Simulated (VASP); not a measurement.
Crystal: B.

```xyz
15
Lattice="2.7970 1.6148 4.0252 -2.7970 1.6148 4.0252 0.0000 -3.2297 4.0252" Properties=species:S:1:pos:R:3 pbc="T T T"
B     0.0000    0.0000    6.0378
B     1.3644   -0.7877    7.7441
B     0.0000    1.5754    7.7441
B    -1.3644   -0.7877    7.7441
B    -1.3644    0.7877    4.3315
B     1.3644    0.7877    4.3315
B     0.0000   -1.5754    4.3315
B    -0.9048    0.5224    1.3746
B     0.0000   -1.0448    1.3746
B     0.9048    0.5224    1.3746
B     0.9048   -0.5224   10.7010
B    -0.9048   -0.5224   10.7010
B     0.0000    1.0448   10.7010
B     0.0000    0.0000    7.4772
B     0.0000    0.0000    4.5984
```

* Program: VASP 6.6.1
* Task: relaxation of cell and atoms
* Functional: PBEsol
* Potentials or basis: VASP PAW PBE potentials, release 64 (B)
* Cutoff: 600 eV
* k mesh: 6 × 6 × 6
* Occupations: gaussian, width 0.1 eV
* Spin: no spin polarisation

At the start: pressure 19.3 GPa; volume 7.27 Å³/atom.

Question: How do energy, volume and symmetry change on relaxing?

Answer: Over 10 steps the energy falls by 110.8 meV/atom and the volume is 7.69 Å³/atom (+5.8 %); space group R-3m (No. 166, to 0.05 Å).

Step by step:
```tsv
step	energy change (eV)	largest force (eV/Å)	pressure (GPa)	volume (Å³)
1	0.0000	5.1565	19.27	109.08
2	-0.9920	1.8602	-12.10	123.48
3	-1.4363	0.5022	-2.62	117.81
4	-1.6054	0.5031	-1.27	117.09
5	-1.6080	0.4169	-1.48	117.17
6	-1.6528	0.1978	-0.39	115.97
7	-1.6564	0.1907	0.07	115.50
8	-1.6605	0.0775	0.06	115.34
9	-1.6611	0.0514	0.06	115.39
10	-1.6621	0.0373	-0.01	115.41
```

Final structure:
```cif
data_structure
_symmetry_space_group_name_H-M 'P 1'
_symmetry_Int_Tables_number 1
_cell_length_a 5.1957
_cell_length_b 5.1957
_cell_length_c 5.1957
_cell_angle_alpha 67.689
_cell_angle_beta 67.689
_cell_angle_gamma 67.689
_cell_volume 115.41
loop_
_atom_site_label
_atom_site_type_symbol
_atom_site_fract_x
_atom_site_fract_y
_atom_site_fract_z
_atom_site_occupancy
B1 B 0.50000 0.50000 0.50000 1
B2 B 0.80634 0.30114 0.80634 1
B3 B 0.80634 0.80634 0.30114 1
B4 B 0.30114 0.80634 0.80634 1
B5 B 0.19366 0.69886 0.19366 1
B6 B 0.69886 0.19366 0.19366 1
B7 B 0.19366 0.19366 0.69886 1
B8 B 0.00601 0.33041 0.00601 1
B9 B 0.00601 0.00601 0.33041 1
B10 B 0.33041 0.00601 0.00601 1
B11 B 0.99399 0.66959 0.99399 1
B12 B 0.66959 0.99399 0.99399 1
B13 B 0.99399 0.99399 0.66959 1
B14 B 0.63571 0.63571 0.63571 1
B15 B 0.36429 0.36429 0.36429 1
```

Caveat: the PAW data sets were made with another functional, which shifts forces and pressure a little.
